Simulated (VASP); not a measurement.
Crystal: ZrGe4Mo.

```
Zr Ge Mo
1.0
     0.00000    3.67430    3.67430
     3.67430    0.00000    3.67430
     3.67430    3.67430    0.00000
Zr Ge Mo
1 4 1
Direct
  0.75000 0.75000 0.75000
  0.37550 0.37550 0.37550
  0.37550 0.87350 0.37550
  0.87350 0.37550 0.37550
  0.37550 0.37550 0.87350
  0.00000 0.00000 0.00000
```

| Property | Result |
| --- | --- |
| Program | VASP 6.6.1 |
| Task | relaxation of cell and atoms |
| Functional | PBE |
| Potentials or basis | VASP PAW PBE potentials, release 64 (Zr_sv, Ge_d, Mo_sv) |
| Cutoff | 600 eV |
| k mesh | 4 × 4 × 4 |
| Occupations | gaussian, width 0.1 eV |
| Spin | no spin polarisation |

At the start: pressure 9.8 GPa; volume 16.53 Å³/atom.

How do energy, volume and symmetry change on relaxing?

Over 3 steps the energy falls by 40.6 meV/atom and the volume is 17.95 Å³/atom (+8.6 %); space group F-43m (No. 216, to 0.05 Å).

The path:
| step | energy change (eV) | largest force (eV/Å) | pressure (GPa) | volume (Å³) |
| --- | --- | --- | --- | --- |
| 1 | 0.0000 | 0.2487 | 9.77 | 99.21 |
| 2 | -0.1241 | 0.1308 | -5.37 | 114.40 |
| 3 | -0.2437 | 0.0080 | -0.05 | 107.72 |

Final structure:
```
CELL_PARAMETERS angstrom
0.00000 3.77651 3.77651
3.77651 0.00000 3.77651
3.77651 3.77651 0.00000
ATOMIC_POSITIONS crystal
Zr 0.75000 0.75000 0.75000
Ge 0.37494 0.37494 0.37494
Ge 0.37494 0.87518 0.37494
Ge 0.87518 0.37494 0.37494
Ge 0.37494 0.37494 0.87518
Mo 0.00000 0.00000 0.00000
```

Caveat: the k points lie up to 0.36 Å⁻¹ apart in the final cell.
